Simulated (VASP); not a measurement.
# Ag (I4/mmm) in VASP: single point with PBEsol

Aim: the single point of Ag with PBEsol.

Program: VASP 6.6.1. These are calculated values, not measurements. Logs are shortened: lines on timing, memory, paths and dates and some standing lists are left out, and cuts for length are marked.

## 1. The cell of the first run

Symmetry: I4/mmm, No. 139, tetragonal system. The conventional cell has a = 2.976 Å, b = 2.976 Å, c = 4.025 Å, α = 90.00°, β = 90.00°, γ = 90.00°. Within 3.8 Å of Ag (site symmetry 4/mmm) lie 12 Ag at 2.91 to 2.98 Å.

## 2. Single point, PBEsol (strain +0.030 along x and y, -0.015 along z)

Contents of INCAR:

```
SYSTEM = Ag
ALGO = Normal
EDIFF = 1E-7
ENCUT = 520
GGA = PS
ISIF = 2
ISMEAR = 0
LASPH = .TRUE.
LCHARG = .TRUE.
LELF = .TRUE.
LREAL = .FALSE.
LVHAR = .TRUE.
LWAVE = .FALSE.
NBANDS = 12
NELM = 60
PREC = Accurate
SIGMA = 0.15
```

Contents of KPOINTS:

```
k-points
0
G
  20 20 20
  0 0 0
```

Contents of POSCAR:

```
Ag
1.0
    0.0000000000      2.1043930000      2.0124535000
    2.1043930000      0.0000000000      2.0124535000
    2.1043930000      2.1043930000      0.0000000000
Ag
1
Direct
    0.0000000000      0.0000000000      0.0000000000
```

Potentials or basis: VASP PAW PBE potentials, release 64 (Ag).

Started as:

```bash
cat potpaw_PBE.64/Ag/POTCAR > POTCAR
mpirun -np 1 vasp_std > vasp.out
```

OUTCAR:

```text
SYSTEM = Ag
   EDIFF = 1E-7
   ENCUT = 520
   GGA = PS
   ISIF = 2
   ISMEAR = 0
   LASPH = .TRUE.
   LREAL = .FALSE.
   NELM = 60
   PREC = Accurate

 ion  position               nearest neighbor table
   1  0.000  0.000  0.000-

  LATTYP: Found a body centered tetragonal cell.
 ALAT       =     2.9760611212
 C/A-ratio  =     1.3524275329

  Lattice vectors:

 A1 = (   0.0000000000,  -2.1043930000,  -2.0124535000)
 A2 = (   0.0000000000,   2.1043930000,  -2.0124535000)
 A3 = (   2.1043930000,   0.0000000000,   2.0124535000)

Analysis of symmetry for initial positions (statically):
=====================================================================
 Subroutine PRICEL returns:
 Original cell was already a primitive cell.

 Routine SETGRP: Setting up the symmetry group for a
 body centered tetragonal supercell.

 Subroutine GETGRP returns: Found 16 space group operations
 (whereof 16 operations were pure point group operations)
 out of a pool of 16 trial point group operations.

The static configuration has the point symmetry D_4h.

Analysis of symmetry for dynamics (positions and initial velocities):
=====================================================================
 Subroutine PRICEL returns:
 Original cell was already a primitive cell.

 Routine SETGRP: Setting up the symmetry group for a
 body centered tetragonal supercell.

 Subroutine GETGRP returns: Found 16 space group operations
 (whereof 16 operations were pure point group operations)
 out of a pool of 16 trial point group operations.

The dynamic configuration has the point symmetry D_4h.

 Subroutine INISYM returns: Found 16 space group operations
 (whereof 16 operations are pure point group operations),
 and found     1 'primitive' translations

----------------------------------------------------------------------------------------

                                     Primitive cell

  volume of cell :      17.8242

  direct lattice vectors                    reciprocal lattice vectors
     0.000000000  2.104393000  2.012453500    -0.237598205  0.237598205  0.248452946
     2.104393000  0.000000000  2.012453500     0.237598205 -0.237598205  0.248452946
     2.104393000  2.104393000  0.000000000     0.237598205  0.237598205 -0.248452946

  length of vectors
     2.911775917  2.911775917  2.976061121     0.417893145  0.417893145  0.417893145

  position of ions in fractional coordinates (direct lattice)
     0.000000000  0.000000000  0.000000000

  ion indices of the primitive-cell ions
   primitive index   ion index
                 1           1

----------------------------------------------------------------------------------------

 KPOINTS: k-points

Automatic generation of k-mesh.
 Grid dimensions read from file:
 generate k-points for:   20   20   20

 Generating k-lattice:

  Cartesian coordinates                     Fractional coordinates (reciprocal lattice)
    -0.011879910  0.011879910  0.012422647     0.050000000 -0.000000000  0.000000000
     0.011879910 -0.011879910  0.012422647    -0.000000000  0.050000000  0.000000000
     0.011879910  0.011879910 -0.012422647     0.000000000  0.000000000  0.050000000

  Length of vectors
     0.020894657  0.020894657  0.020894657

  Shift w.r.t. Gamma in fractional coordinates (k-lattice)
     0.000000000  0.000000000  0.000000000

 Subroutine IBZKPT returns following result:
 ===========================================

 Found    641 irreducible k-points:

 Following reciprocal coordinates:
            Coordinates               Weight
  0.000000  0.000000  0.000000      1.000000
  0.050000 -0.000000  0.000000      8.000000
  0.100000  0.000000  0.000000      8.000000
  0.150000 -0.000000  0.000000      8.000000
  0.200000  0.000000  0.000000      8.000000
  0.250000 -0.000000  0.000000      8.000000
[... 16 lines left out ...]
 -0.400000  0.050000  0.000000      8.000000
 -0.350000  0.050000  0.000000      8.000000
 [... further k-points ...]
   k-points           NKPTS =    641   k-points in BZ     NKDIM =    641   number of bands    NBANDS=     12
   number of dos      NEDOS =    301   number of ions     NIONS =      1
   total plane-waves  NPLWV =  13824
   dimension x,y,z NGX =    24 NGY =   24 NGZ =   24
   dimension x,y,z NGXF=    48 NGYF=   48 NGZF=   48
   ions per type =               1
   NGX,Y,Z   is equivalent  to a cutoff of  13.70, 13.70, 13.41 a.u.
   NGXF,Y,Z  is equivalent  to a cutoff of  27.41, 27.41, 26.81 a.u.
 SYSTEM =  Ag
   PREC   = accura    normal or accurate (medium, high low for compatibility)
   ISTART =      0    job   : 0-new  1-cont  2-samecut
   ICHARG =      2    charge: 1-file 2-atom 10-const
   ISPIN  =      1    spin polarized calculation?
   LNONCOLLINEAR =      F non collinear calculations
   LSORBIT =      F    spin-orbit coupling
   LASPH  =      T    aspherical Exc in radial PAW
   ENCUT  =  520.0 eV  38.22 Ry    6.18 a.u.   5.41  5.41  5.53*2*pi/ulx,y,z
   NELM   =     60;   NELMIN=  2; NELMDL= -5     # of ELM steps
   EDIFF  = 0.1E-06   stopping-criterion for ELM
   LREAL  =      F    real-space projection
   EDIFFG = 0.1E-05   stopping-criterion for IOM
   NSW    =      0    number of steps for IOM
   IBRION =     -1    ionic relax: 0-MD 1-quasi-New 2-CG
   NFREE  =      0    steps in history (QN), initial steepest desc. (CG)
   ISIF   =      2    stress and relaxation
   ISYM   =      2    0-nonsym 1-usesym 2-fastsym
   POTIM  = 0.5000    time-step for ionic-motion
   TEBEG  =    0.0;   TEEND  =   0.0 temperature during run
   PSTRESS=    0.0 pullay stress
   NELECT =      11.0000    total number of electrons
   NUPDOWN=      -1.0000    fix difference up-down
   EMIN   =  10.00;   EMAX   =-10.00  energy-range for DOS
   EFERMI =   0.00;   METHOD = LEGACY
   ISMEAR =     0;   SIGMA  =   0.15  broadening in eV -4-tet -1-fermi 0-gaus
   EFERMI_NEDOS =   21; number of points for ismear=-14 and -15
   IALGO  =     38    algorithm
   IMIX   =      4    mixing-type and parameters
     AMIX     =   0.40;   BMIX     =  1.00
     AMIX_MAG =   1.60;   BMIX_MAG =  1.00
  volume/ion in A,a.u.               =      17.82       120.28
  Fermi-wavevector in a.u.,A,eV,Ry     =   1.393807  2.633913 26.431998  1.942697
  Thomas-Fermi vector in A             =   2.517417
   LORBIT       =      0    0 simple, 1 ext, 2 COOP (PROOUT), +10 PAW based schemes
   GGA     = PS    functional components
   LHFCALC =     F    Hartree Fock is set to
   AEXX    =    0.0000 exact exchange contribution
   IVDW    =     0    specifies the selected vdW correction
   LEPSILON=     F    determine dielectric tensor
   LRPA    =     F    only Hartree local field effects (RPA)
 non-spin polarized calculation
 Gauss-broadening in eV      SIGMA  =   0.15
  energy-cutoff  :      520.00
  volume of cell :       17.82
 maximum number of plane-waves:       507
 NGX is ok and might be reduce to    24
   NGX = 11   NGY = 11   NGZ = 11

 number of electron      10.9999999 magnetization

 Free energy of the ion-electron system (eV)
  ---------------------------------------------------
  ext. energy  EPLUGINS =         0.00000000
  ---------------------------------------------------
  free energy    TOTEN  =        -3.28375728 eV

  energy without entropy =       -3.28148505  energy(sigma->0) =       -3.28262117

 E-fermi :   7.6167     XC(G=0): -12.1489

 val. band max:        7.6151034541   @ k =  -0.3000   0.2000   0.1500
 cond. band min:       7.6366133509   @ k =   0.5000   0.1500   0.0500
 fundamental gap:      0.0215098967
 Fermi energy:         7.6167413583

 k-point     1 :       0.0000    0.0000    0.0000
  band No.  band energies     occupation
      1       0.1230      2.00000
      2       2.9371      2.00000
      3       2.9371      2.00000
      4       3.1893      2.00000
      5       3.8461      2.00000
      6       4.1089      2.00000
      7      23.5421      0.00000
      8      26.6555      0.00000
      9      26.6555      0.00000
     10      27.1768      0.00000
     11      31.5349      0.00000
     12      32.0825      0.00000

 k-point     2 :       0.0500   -0.0000    0.0000
  band No.  band energies     occupation
      1       0.1988      2.00000
      2       2.9342      2.00000
      3       2.9578      2.00000
      4       3.1952      2.00000
      5       3.8411      2.00000
      6       4.0984      2.00000
      7      23.5481      0.00000
      8      26.0871      0.00000
      9      26.6785      0.00000
     10      27.0598      0.00000
     11      31.5382      0.00000
     12      32.1730      0.00000

 k-point     3 :       0.1000    0.0000    0.0000
  band No.  band energies     occupation
      1       0.4201      2.00000
      2       2.9193      2.00000
      3       3.0122      2.00000
      4       3.2226      2.00000
      5       3.8339      2.00000
      6       4.0726      2.00000
      7      23.3450      0.00000
      8      24.8764      0.00000
      9      26.7326      0.00000
     10      27.0646      0.00000
     11      30.7805      0.00000
     12      31.9449      0.00000
[... 286 lines left out ...]
 k-point    23 :      -0.4000    0.0500    0.0000
  band No.  band energies     occupation
      1       1.5968      2.00000
      2       2.9412      2.00000
      3       3.1364      2.00000
      4       4.4628      2.00000
      5       4.6047      2.00000
      6       6.2972      2.00000
      7      12.6074      0.00000
      8      22.8675      0.00000
      9      24.8031      0.00000
     10      24.9775      0.00000
     11      29.4373      0.00000
     12      30.2742      0.00000

 k-point    24 :      -0.3500    0.0500    0.0000
  band No.  band energies     occupation
      1       1.6424      2.00000
      2       2.9904      2.00000
      3       3.1881      2.00000
      4       4.2726      2.00000
      5       4.4203      2.00000
      6       5.3324      2.00000
      7      14.2335      0.00000
      8      23.1547      0.00000
      9      24.8952      0.00000
     10      25.7239      0.00000
     11      29.2803      0.00000
     12      30.0251      0.00000

 [... further k-points ...]
[... 5 lines left out ...]
  --------------------------------------------------------------------------------------
  -------------------------------------------------------------------------------------
  Total       -0.7987483     -0.7987483     -0.6500687      0.0000000      0.0000000      0.0000000
  in kB      -71.7977729    -71.7977729    -58.4332862      0.0000000      0.0000000      0.0000000
  external PRESSURE =     -67.3429440 kB  Pullay stress =       0.0000000 kB

 VOLUME and BASIS-vectors are now :
 -----------------------------------------------------------------------------
  energy-cutoff  :      520.00
  volume of cell :       17.82
      direct lattice vectors                 reciprocal lattice vectors
     0.000000000  2.104393000  2.012453500    -0.237598205  0.237598205  0.248452946
     2.104393000  0.000000000  2.012453500     0.237598205 -0.237598205  0.248452946
     2.104393000  2.104393000  0.000000000     0.237598205  0.237598205 -0.248452946

 POSITION                                       TOTAL-FORCE (eV/Angst)
 -----------------------------------------------------------------------------------
      0.00000      0.00000      0.00000         0.000000     -0.000000      0.000000
 -----------------------------------------------------------------------------------
    total drift:                               -0.000000      0.000000      0.000000

  FREE ENERGIE OF THE ION-ELECTRON SYSTEM (eV)
  ---------------------------------------------------
  free  energy   TOTEN  =        -3.2837572829 eV

  energy  without entropy=       -3.2814850482  energy(sigma->0) =       -3.28262117
```

Wall time 34 s (1 thread of Intel Xeon 6975P-C (Granite Rapids), shared host); peak memory 0.25 GiB.

Results:

| Item | Value |
| --- | --- |
| Free energy | -3.2838 eV |
| Pressure | -6.7 GPa |

Caveat: the cell differs from its parent crystal (strain +0.030 along x and y, -0.015 along z); the PAW data sets were made with another functional, which shifts forces and pressure a little.
